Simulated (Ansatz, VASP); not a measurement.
This is a calculation of Ge for VASP 6.6.1.

File POSCAR:

```
Ge
1.0
    0.0000000000      2.8289100000      2.8289100000
    2.8289100000      0.0000000000      2.8289100000
    2.8289100000      2.8289100000      0.0000000000
Ge
2
Direct
    0.7500000000      0.7500000000      0.7500000000
    0.5000000000      0.5000000000      0.5000000000
```

File INCAR.step1:

```
SYSTEM = Ge
ALGO = Normal ; EDIFF = 1E-5
ENCUT = 520 ; GGA = PE
ISIF = 2 ; ISMEAR = -1
LASPH = .True. ; LCHARG = .False.
LREAL = .False. ; LWAVE = .True.
NBANDS = 21 ; NELM = 100
PREC = Accurate ; SIGMA = 0.05
```

The input INCAR.step2:

```
SYSTEM = Ge
AEXX = 0.1 ; ALGO = Normal
EDIFF = 1E-7 ; ENCUT = 520
GGA = PE ; ISIF = 2
ISMEAR = -1 ; ISTART = 1
LASPH = .True. ; LCHARG = .False.
LHFCALC = .True. ; LREAL = .False.
LWAVE = .False. ; NBANDS = 21
NELM = 100 ; PREC = Accurate
PRECFOCK = Normal ; SIGMA = 0.05
```

Contents of KPOINTS:

```
k-points
0
Gamma
  5 5 5
  0 0 0
```

Potentials or basis: VASP PAW PBE potentials, release 64 (Ge_d).

Run with:

```bash
$ cat potpaw_PBE.64/Ge_d/POTCAR > POTCAR
$ cp INCAR.step1 INCAR
$ mpirun -np 1 vasp_std > vasp.out
$ cp INCAR.step2 INCAR
$ mpirun -np 1 vasp_std > vasp.out
```

**Question.** Set up the same calculation for Ansatz 0.2.0. Potentials there: Ansatz PAW.

**Answer.** As run (the cutoff follows the program's own potentials):

input.yaml

```yaml
crystal:
  lattice:
    - [0.0, 2.82891, 2.82891]
    - [2.82891, 0.0, 2.82891]
    - [2.82891, 2.82891, 0.0]
  atoms:
    - { symbol: Ge, position: [0.75, 0.75, 0.75] }
    - { symbol: Ge, position: [0.5, 0.5, 0.5] }
hamiltonian:
  xc: { exchange: pbe, correlation: pbe, exx: { coeff: 0.1 } }
  pseudopotentials: { kind: paw }
kpoints:
  mp_grid: { grid: [5, 5, 5] }
scf:
  occupations: { method: fermi_dirac, width: 0.05 }
output:
  forces: true
  stress: true
  eigenvalues: true
```

Potentials or basis: Ansatz PAW.

Command:

```bash
$ ansatz run input.yaml --threads 2 --pin off --max-ram 5632MiB --backend cpu --events-out ev --progress --plain --runs-dir out
```

Both were run:

|  | VASP | Ansatz | Ansatz less VASP |
| --- | --- | --- | --- |
| gap on the k mesh at the Fermi level (eV) | 0.62 | 0.59 | -0.032 |
| least direct gap on the mesh (eV) | 0.62 | 0.59 | -0.032 |
| pressure (GPa) | 2.3 | 2.4 | +0.08 |

VASP's potentials were made for PBE, not for PBE-based global hybrid.

Noted on Ansatz's run: odd divisions of the mesh miss points on the zone boundary, where band edges often lie, so the gap on the mesh can be too wide.
